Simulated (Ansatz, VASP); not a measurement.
# Ag in VASP and in Ansatz

Contents of INCAR:

```
PREC = Accurate ; ENCUT = 600
EDIFF = 1E-7 ; ISMEAR = 0
SIGMA = 0.1 ; LREAL = F
LASPH = T ; NELM = 80
ALGO = Normal ; ISIF = 3
LWAVE = F ; LCHARG = F
GGA = PE ; IBRION = 2
NSW = 100 ; EDIFFG = -0.005
```

KPOINTS

```
Automatic mesh
0
Gamma
  18 18 18
```

POSCAR

```
Ag
1.0
    0.0000000000      2.0521781800      2.0521781800
    2.0521781800      0.0000000000      2.0521781800
    2.0521781800      2.0521781800      0.0000000000
Ag
1
Direct
    0.0000000000      0.0000000000      0.0000000000
```

Input for Ansatz:

```yaml
crystal:
  lattice:
    - [0.0, 2.05217818, 2.05217818]
    - [2.05217818, 0.0, 2.05217818]
    - [2.05217818, 2.05217818, 0.0]
  atoms:
    - { symbol: Ag, position: [0.0, 0.0, 0.0] }
basis:
  ecutwfc: 420
kpoints:
  mp_grid: { grid: [18, 18, 18] }
hamiltonian:
  xc: pbe
scf:
  occupations: { method: gaussian, width: 0.1 }
output:
  forces: true
  stress: true
  eigenvalues: true
relax:
  adjacent_minimum: "off"
  f_tol: 0.005
  max_steps: 80
  cell: { stress_tol: 0.05 }
```

Alike in both runs: task relaxation of cell and atoms; functional PBE; k mesh 18 × 18 × 18; occupations gaussian, width 0.1 eV; no spin polarisation.

```csv
,VASP,Ansatz
version,VASP 6.6.1,Ansatz 0.2.0
potentials or method,"VASP PAW PBE potentials, release 64 (Ag), cutoff 600 eV","scalar-relativistic, plane waves, PAW"
valence electrons in the cell,11,19
```

VASP gave:

| Quantity | Value |
| --- | --- |
| gap on the k mesh at the Fermi level, each at its own relaxed structure (eV) | none |
| relaxed volume (Å³/atom) | 17.80 |
| relaxed cell length with the largest relative difference (Å) | 2.931 |

Which values does Ansatz return?

gap on the k mesh at the Fermi level, each at its own relaxed structure (eV): none; relaxed volume (Å³/atom): 17.84; relaxed cell length with the largest relative difference (Å): 2.933.

A gap of «none» marks a metal or a gap that the smearing closes. VASP's potentials hold 11 valence electrons a cell and Ansatz's 19, so a difference there can come from the potentials and not from the codes.
